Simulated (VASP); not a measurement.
# SnSe in VASP: notebook, part 2 of 2

VASP 6.6.1. Earlier steps stand in the parts before.

## (3) Single point, LDA (strain +0.015 along x and y, +0.000 along z)

Contents of INCAR:

```
SYSTEM = SnSe
PREC = Accurate
ENCUT = 520
EDIFF = 1E-6
ISMEAR = 0
SIGMA = 0.05
LREAL = .False.
LASPH = .True.
NELM = 80
ALGO = Normal
ISIF = 2
LWAVE = .False.
LCHARG = .True.
GGA = CA
LELF = .True.
LVHAR = .True.
NBANDS = 28
```

Contents of KPOINTS:

```
regular mesh
0
Gamma
  6 6 4
  0 0 0
```

Contents of POSCAR:

```
SnSe
1.0
    4.2527474225      0.0000000000      0.0000000000
    0.0000000000      4.2527474225      0.0000000000
    0.0000000000      0.0000000000     10.9796229033
Sn Se
2 2
Direct
    0.5000000000      0.0000000000      0.3781633345
    0.0000000000      0.5000000000      0.6218366655
    0.5000000000      0.0000000000      0.6217782147
    0.0000000000      0.5000000000      0.3782217853
```

Potentials or basis: VASP PAW LDA potentials, release 64 (Sn_d, Se).

The run is started by

```bash
$ cat potpaw_LDA.64/Sn_d/POTCAR potpaw_LDA.64/Se/POTCAR > POTCAR
$ mpirun -np 1 vasp_std > vasp.out
```

OUTCAR:

```text
SYSTEM = SnSe
   PREC = Accurate
   ENCUT = 520
   EDIFF = 1E-6
   ISMEAR = 0
   LREAL = .False.
   LASPH = .True.
   NELM = 80
   ISIF = 2
   GGA = CA

 ion  position               nearest neighbor table
   1  0.500  0.000  0.378-   3 2.67   4 3.01   4 3.01   4 3.01   4 3.01
   2  0.000  0.500  0.622-   4 2.67   3 3.01   3 3.01   3 3.01   3 3.01
   3  0.500  0.000  0.622-   1 2.67   2 3.01   2 3.01   2 3.01   2 3.01
   4  0.000  0.500  0.378-   2 2.67   1 3.01   1 3.01   1 3.01   1 3.01

  LATTYP: Found a simple tetragonal cell.
 ALAT       =     4.2527474225
 C/A-ratio  =     2.5817716907

  Lattice vectors:

 A1 = (   4.2527474225,   0.0000000000,   0.0000000000)
 A2 = (   0.0000000000,   4.2527474225,   0.0000000000)
 A3 = (   0.0000000000,   0.0000000000,  10.9796229033)

Analysis of symmetry for initial positions (statically):
=====================================================================
 Subroutine PRICEL returns:
 Original cell was already a primitive cell.

 Routine SETGRP: Setting up the symmetry group for a
 simple tetragonal supercell.

 Subroutine GETGRP returns: Found 16 space group operations
 (whereof  8 operations were pure point group operations)
[... 167 lines left out ...]
  free energy    TOTEN  =       -18.47382687 eV

  energy without entropy =      -18.47382687  energy(sigma->0) =      -18.47382687

 E-fermi :   0.7764     XC(G=0):  -6.2670

 val. band max:        0.5559679590   @ k =   0.3333   0.0000   0.5000
 cond. band min:       2.0361048921   @ k =   0.5000   0.0000   0.0000
 fundamental gap:      1.4801369332
 Fermi energy:         0.7763537807

 k-point     1 :       0.0000    0.0000    0.0000
  band No.  band energies     occupation
      1     -20.4633      2.00000
      2     -20.4529      2.00000
      3     -20.4488      2.00000
      4     -20.4450      2.00000
      5     -20.4386      2.00000
      6     -20.4276      2.00000
[... 733 lines left out ...]
     27       6.9106      0.00000
     28       6.9106      0.00000

 [... further k-points ...]
[... 5 lines left out ...]
  --------------------------------------------------------------------------------------
  -------------------------------------------------------------------------------------
  Total       -1.3811792     -1.3811792     -0.2449880      0.0000000      0.0000000      0.0000000
  in kB      -11.1438181    -11.1438181     -1.9766456      0.0000000      0.0000000      0.0000000
  external PRESSURE =      -8.0880939 kB  Pullay stress =       0.0000000 kB

 VOLUME and BASIS-vectors are now :
 -----------------------------------------------------------------------------
  energy-cutoff  :      520.00
  volume of cell :      198.58
      direct lattice vectors                 reciprocal lattice vectors
     4.252747422  0.000000000  0.000000000     0.235142109  0.000000000  0.000000000
     0.000000000  4.252747422  0.000000000     0.000000000  0.235142109  0.000000000
     0.000000000  0.000000000 10.979622903     0.000000000  0.000000000  0.091077809

 POSITION                                       TOTAL-FORCE (eV/Angst)
 -----------------------------------------------------------------------------------
      2.12637      0.00000      4.15209        -0.000000      0.000000      0.048818
      0.00000      2.12637      6.82753         0.000000      0.000000     -0.048818
      2.12637      0.00000      6.82689         0.000000      0.000000     -0.032201
      0.00000      2.12637      4.15273        -0.000000      0.000000      0.032201
 -----------------------------------------------------------------------------------
    total drift:                                0.000000      0.000000      0.000000

  FREE ENERGIE OF THE ION-ELECTRON SYSTEM (eV)
  ---------------------------------------------------
  free  energy   TOTEN  =       -18.4738268658 eV

  energy  without entropy=      -18.4738268658  energy(sigma->0) =      -18.47382687
```

OSZICAR:

```text
N       E                     dE             d eps       ncg     rms          rms(c)
DAV:   1     0.346679587168E+03    0.34668E+03   -0.18837E+04  1776   0.147E+03
DAV:   2     0.293293837283E+02   -0.31735E+03   -0.30894E+03  1804   0.364E+02
DAV:   3    -0.166402879316E+02   -0.45970E+02   -0.44944E+02  2128   0.145E+02
DAV:   4    -0.189051783905E+02   -0.22649E+01   -0.22547E+01  1988   0.338E+01
DAV:   5    -0.189680895153E+02   -0.62911E-01   -0.62880E-01  2208   0.603E+00    0.481E+00
DAV:   6    -0.185208525717E+02    0.44724E+00   -0.95044E-01  2288   0.516E+00    0.300E+00
DAV:   7    -0.184867392508E+02    0.34113E-01   -0.26391E-01  2116   0.200E+00    0.112E+00
DAV:   8    -0.184745680215E+02    0.12171E-01   -0.29732E-02  2080   0.107E+00    0.241E-01
DAV:   9    -0.184715044514E+02    0.30636E-02   -0.51043E-03  1980   0.411E-01    0.110E-01
DAV:  10    -0.184712668003E+02    0.23765E-03   -0.19827E-03  1804   0.174E-01    0.490E-02
DAV:  11    -0.184723917825E+02   -0.11250E-02   -0.11965E-03  1860   0.113E-01    0.577E-02
DAV:  12    -0.184736520794E+02   -0.12603E-02   -0.46822E-04  2028   0.802E-02    0.216E-02
DAV:  13    -0.184737472434E+02   -0.95164E-04   -0.35802E-05  1828   0.298E-02    0.130E-02
DAV:  14    -0.184738223675E+02   -0.75124E-04   -0.20673E-05  1588   0.140E-02    0.391E-03
DAV:  15    -0.184738244220E+02   -0.20545E-05   -0.94478E-07  1560   0.672E-03    0.120E-03
DAV:  16    -0.184738268204E+02   -0.23984E-05   -0.75370E-07  1444   0.360E-03    0.140E-03
DAV:  17    -0.184738268658E+02   -0.45349E-07   -0.60129E-08  1352   0.163E-03
   1 F= -.18473827E+02 E0= -.18473827E+02  d E =-.907522E-11
```

stdout:

```text
POSCAR found type information on POSCAR SnSe
 POSCAR found :  2 types and       4 ions
 scaLAPACK will be used
 LDA part: xc-table for (Slater(with rela. corr.)+CA(PZ))
 , standard interpolation
 POSCAR, INCAR and KPOINTS ok, starting setup
 FFT: planning ... GRIDC
 FFT: planning ... GRID_SOFT
 FFT: planning ... GRID
 WAVECAR not read
 entering main loop
```

Wall time 91 s (1 thread of Intel Xeon 6975P-C (Granite Rapids), shared host); peak memory 0.32 GiB.

What came out:

```yaml
Free_energy: -18.4738 eV
Largest_force: 0.049 eV/Å
Band_gap_on_the_k_mesh: 1.48 eV, indirect (least direct gap 1.49 eV)
```

Forces on the atoms (eV/Å):
```
Sn   0.000  0.000  0.049
Sn   0.000  0.000 -0.049
Se   0.000  0.000 -0.032
Se   0.000  0.000  0.032
```

Levels at points of the mesh, in eV from the valence-band top:
| k point | band 16 | band 17 | band 18 | band 19 | band 20 | band 21 | band 22 | band 23 | band 24 | band 25 |
| --- | --- | --- | --- | --- | --- | --- | --- | --- | --- | --- |
| (0.00, 0.00, 0.00) | -3.08 | -3.08 | -1.79 | -1.79 | -0.48 | 1.74 | 3.70 | 3.88 | 4.55 | 4.55 |
| (0.50, 0.00, 0.00) | -2.36 | -1.54 | -1.54 | -0.11 | -0.11 | 1.48 | 1.48 | 2.01 | 2.01 | 2.99 |
| (0.50, 0.50, 0.00) | -4.90 | -3.35 | -3.35 | -1.71 | -1.71 | 3.65 | 3.65 | 4.61 | 4.61 | 5.25 |
| (0.00, 0.00, 0.50) | -3.08 | -3.08 | -1.80 | -1.80 | -0.48 | 1.60 | 3.70 | 4.55 | 4.55 | 4.83 |
| (0.50, 0.00, 0.50) | -2.36 | -1.54 | -1.54 | -0.11 | -0.11 | 1.48 | 1.48 | 2.01 | 2.01 | 2.93 |
| (0.50, 0.50, 0.50) | -4.90 | -3.35 | -3.35 | -1.71 | -1.71 | 3.62 | 3.62 | 4.66 | 4.66 | 5.22 |

Caveat: the cell differs from its parent crystal (strain +0.015 along x and y, +0.000 along z); spin-orbit coupling is left out, which moves the levels of the heavy elements.

## (4) Single point, LDA (strain +0.030 along x and y, -0.015 along z)

Contents of INCAR:

```
PREC = Accurate
ENCUT = 520
EDIFF = 1E-7
ISMEAR = 0
SIGMA = 0.05
LREAL = F
LASPH = T
NELM = 100
ALGO = Normal
ISIF = 2
LWAVE = F
LCHARG = T
GGA = CA
LELF = T
LVHAR = T
NBANDS = 28
```

Contents of KPOINTS:

```
Automatic mesh
0
Gamma
  6 6 4
```

Contents of POSCAR:

```
SnSe
1.0
    4.3155959066      0.0000000000      0.0000000000
    0.0000000000      4.3155959066      0.0000000000
    0.0000000000      0.0000000000     10.8149285598
Sn Se
2 2
Direct
    0.5000000000      0.0000000000      0.3781633345
    0.0000000000      0.5000000000      0.6218366655
    0.5000000000      0.0000000000      0.6217782147
    0.0000000000      0.5000000000      0.3782217853
```

The run is started by

```bash
$ cat potpaw_LDA.64/Sn_d/POTCAR potpaw_LDA.64/Se/POTCAR > POTCAR
$ mpirun -np 1 vasp_std > vasp.out
```

Run time: 92 s. Hardware: 1 thread of Intel Xeon 6975P-C (Granite Rapids), shared host; peak memory 0.31 GiB.

It converged, with:

- Free energy: -18.4145 eV
- Largest force: 0.134 eV/Å
- Band gap on the k mesh: 1.41 eV, direct

Forces on the atoms (eV/Å):
```
Sn   0.000  0.000 -0.111
Sn   0.000  0.000  0.111
Se   0.000  0.000  0.134
Se   0.000  0.000 -0.134
```

Levels at points of the mesh, in eV from the valence-band top:
```tsv
k point	band 18	band 19	band 20	band 21	band 22	band 23
(0.00, 0.00, 0.00)	-1.63	-1.63	-0.41	1.94	3.75	4.01
(0.50, 0.00, 0.00)	-1.50	-0.19	-0.19	1.49	1.49	2.04
(0.50, 0.50, 0.00)	-3.08	-1.63	-1.63	3.85	3.85	4.76
(0.00, 0.00, 0.50)	-1.63	-1.63	-0.41	1.77	3.75	4.32
(0.50, 0.00, 0.50)	-1.50	-0.19	-0.19	1.49	1.49	2.04
(0.50, 0.50, 0.50)	-3.08	-1.63	-1.63	3.81	3.81	4.81
```

Caveat: the cell differs from its parent crystal (strain +0.030 along x and y, -0.015 along z); spin-orbit coupling is left out, which moves the levels of the heavy elements.

## (5) Overview

```tsv
cell	gap on the mesh (eV)	largest force (eV/Å)
a = 4.316, b = 4.316, c = 10.650 Å, 4 atoms	1.35	0.40
a = 4.253, b = 4.253, c = 10.980 Å, 4 atoms	1.48	0.05
a = 4.316, b = 4.316, c = 10.815 Å, 4 atoms	1.41	0.13
```

Alike in all rows: task single point; level LDA; potentials or basis VASP PAW LDA potentials, release 64 (Sn_d, Se); no spin polarisation; k mesh 6 × 6 × 4; cutoff (eV) 520; smearing gaussian 0.05 eV.

Caveats: spin-orbit coupling is left out, which moves the levels of the heavy elements.

Total energies depend on the potentials used, so only differences within one code and one set of settings carry meaning.
